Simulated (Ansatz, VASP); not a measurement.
**MgS: VASP beside Ansatz**

```
CELL_PARAMETERS angstrom
0.00000 2.82490 2.78015
2.82490 0.00000 2.78015
2.82490 2.82490 0.00000
ATOMIC_POSITIONS crystal
Mg 0.00000 0.00000 0.00000
S 0.25000 0.25000 0.25000
```

Change from the starting cell: strained cell.

Alike in both runs: functional LDA; k mesh 6 × 6 × 6; occupations gaussian, width 0.02 eV; no spin polarisation.

Ansatz relaxed the structure, and its values are those at the end. VASP's run is a single point on that final structure, the one shown.

|  | VASP | Ansatz |
| --- | --- | --- |
| version | VASP 6.6.1 | Ansatz 0.2.0 |
| potentials or method | VASP PAW LDA potentials, release 64 (Mg, S), cutoff 600 eV | scalar-relativistic, plane waves, PAW |
| valence electrons in the cell | 8 | 16 |

Ansatz gave:

```
gap on the k mesh at the Fermi level (eV) : 3.27
least direct gap on the mesh (eV)         : 3.27
pressure (GPa)                            : -0.8
```

Task: What did VASP give for the same quantities?

Result: gap on the k mesh at the Fermi level (eV): 3.28; least direct gap on the mesh (eV): 3.28; pressure (GPa): -1.2.

Ansatz warns that its potentials were made for another functional, while VASP's fit it. LDA's correlation is that of Perdew and Zunger in VASP and of Perdew and Wang (1992) in Ansatz. VASP's potentials hold 8 valence electrons a cell and Ansatz's 16, so a difference there can come from the potentials and not from the codes. Ansatz's warnings: stress scf threshold loose.
